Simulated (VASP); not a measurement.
A run of VASP 6.6.1:

INCAR

```
SYSTEM = Te2Mo
  ALGO = Normal
  EDIFF = 1E-6
  ENCUT = 520
  GGA = PE
  ISIF = 2
  ISMEAR = -1
  LASPH = .TRUE.
  LCHARG = .TRUE.
  LELF = .TRUE.
  LREAL = .FALSE.
  LVHAR = .TRUE.
  LWAVE = .FALSE.
  NBANDS = 35
  NELM = 80
  PREC = Accurate
  SIGMA = 0.1
```

The input KPOINTS:

```
k-points
0
G
  5 5 1
  0 0 0
```

The input POSCAR:

```
Te2Mo
1.0
    3.5182000000      0.0000000000      0.0000000000
   -1.7591000000      3.0468505800      0.0000000000
    0.0000000000      0.0000000000     13.9736000000
Te Mo
4 2
Direct
    0.3333333333      0.6666666667      0.6210000000
    0.6666666667      0.3333333333      0.1210000000
    0.3333333333      0.6666666667      0.8790000000
    0.6666666667      0.3333333333      0.3790000000
    0.3333333333      0.6666666667      0.2500000000
    0.6666666667      0.3333333333      0.7500000000
```

Potentials or basis: VASP PAW PBE potentials, release 64 (Te, Mo_sv).

Command:

```console
$ cat potpaw_PBE.64/Te/POTCAR potpaw_PBE.64/Mo_sv/POTCAR > POTCAR
$ mpirun -np 1 vasp_std > vasp.out
```

Hardware: 1 thread of Intel Xeon 8259CL, on a shared host.

Problem. How long does it take, and how much memory?

Solution. It took 65 s on 1 thread of Intel Xeon 8259CL (shared host), peak memory 0.27 GiB. Counts: scf iterations 15, k points 5.
